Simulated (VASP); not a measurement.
Write the native input for VASP 6.6.1 that does the following.

- Task: single point
- Functional: PBE
- Potentials or basis: VASP PAW PBE potentials, release 64 (Cd, S)
- Cutoff: 520 eV
- k mesh: 6 × 6 × 4
- Occupations: methfessel-paxton, width 0.05 eV
- Spin: no spin polarisation
- Dipole correction: no
- Further INCAR settings: ALGO = Normal; EDIFF = 1e-06; NBANDS = 26

The structure of CdS (Greenockite) lies in POSCAR:

```
CdS
1.0
    4.2839624791      0.0000000000      0.0000000000
   -2.1419812396      3.7100198964      0.0000000000
    0.0000000000      0.0000000000      6.9544711378
Cd S
2 2
Direct
    0.3333333333      0.6666666667      0.0000000000
    0.6666666667      0.3333333333      0.5000000000
    0.3333333333      0.6666666667      0.3750000000
    0.6666666667      0.3333333333      0.8750000000
```

One way to write it, as run:

INCAR

```
PREC = Accurate ; ENCUT = 520
EDIFF = 1E-6 ; ISMEAR = 1
SIGMA = 0.05 ; LREAL = F
LASPH = T ; NELM = 60
ALGO = Normal ; ISIF = 2
LWAVE = F ; LCHARG = F
GGA = PE ; NBANDS = 26
```

KPOINTS

```
regular mesh
0
Gamma
  6 6 4
```

Potentials or basis: VASP PAW PBE potentials, release 64 (Cd, S).

Run with:

```sh
$ cat potpaw_PBE.64/Cd/POTCAR potpaw_PBE.64/S/POTCAR > POTCAR
$ mpirun -np 1 vasp_std > vasp.out
```

Results of the run:

```json
{
 "Pressure": "-2.5 GPa",
 "Largest force": "0.050 eV/Å",
 "Band gap on the k mesh": "0.97 eV, direct"
}
```

It took 75 s on 1 thread of Intel Xeon 8259CL, on a shared host, peak memory 0.24 GiB.
